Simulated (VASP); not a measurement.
Wanted: the native input for a VASP 6.6.1 run.

```yaml
Task: single point
Functional: r2SCAN
Potentials_or_basis: VASP PAW PBE potentials, release 64 (In_d)
Cutoff: 520 eV
k_mesh: 12 × 12 × 4
Occupations: fermi-dirac, width 0.1 eV
Spin: no spin polarisation
Dipole_correction: no
Further_INCAR_settings: ALGO = Normal; EDIFF = 1e-07; NBANDS = 34
```

In:

```
CELL_PARAMETERS angstrom
3.47555 0.00000 0.00000
-1.73778 3.00992 0.00000
0.00000 0.00000 11.25882
ATOMIC_POSITIONS crystal
In 0.00000 0.00000 0.00000
In 0.00000 0.00000 0.50000
In 0.33333 0.66667 0.25000
In 0.66667 0.33333 0.75000
```

This isn't the form of In at room conditions, which is tetragonal.

These files were run (other wordings do the same):

POSCAR

```
In
1.0
    3.4755506516      0.0000000000      0.0000000000
   -1.7377753258      3.0099151564      0.0000000000
    0.0000000000      0.0000000000     11.2588212521
In
4
Direct
    1.0000000000      0.0000000000      1.0000000000
    1.0000000000      0.0000000000      0.5000000000
    0.3333333333      0.6666666667      0.2500000000
    0.6666666667      0.3333333333      0.7500000000
```

INCAR.step1

```
SYSTEM = In
PREC = Accurate ; ENCUT = 520
ISMEAR = -1 ; SIGMA = 0.1
LREAL = .False. ; LASPH = .True.
NELM = 100 ; NBANDS = 34
GGA = PE ; ALGO = Normal
EDIFF = 1E-4 ; LWAVE = .True.
LCHARG = .False.
```

INCAR.step2

```
SYSTEM = In
PREC = Accurate ; ENCUT = 520
EDIFF = 1E-7 ; ISMEAR = -1
SIGMA = 0.1 ; LREAL = .False.
LASPH = .True. ; NELM = 100
ALGO = Normal ; ISIF = 2
LWAVE = .False. ; LCHARG = .True.
METAGGA = R2SCAN ; LMIXTAU = .True.
LELF = .True. ; LVHAR = .True.
NBANDS = 34 ; ISTART = 1
```

KPOINTS

```
regular mesh
0
Gamma
  12 12 4
  0 0 0
```

Potentials or basis: VASP PAW PBE potentials, release 64 (In_d).

Command:

```bash
$ cat potpaw_PBE.64/In_d/POTCAR > POTCAR
$ cp INCAR.step1 INCAR
$ mpirun -np 1 vasp_std > vasp.out
$ cp INCAR.step2 INCAR
$ mpirun -np 1 vasp_std > vasp.out
```

It gave:

```
Pressure               : -3.5 GPa
Band gap on the k mesh : zero (bands 26 and 27 overlap by 4.63 eV)
```

Caveat: the cell stands under tension; the PAW data sets were made with another functional, which shifts forces and pressure a little; spin-orbit coupling is left out, which moves the levels of the heavy elements.

Run time: 13 min on 1 thread of AMD EPYC 9R45 96-Core Processor (Zen 5), on a shared host, peak memory 0.33 GiB.
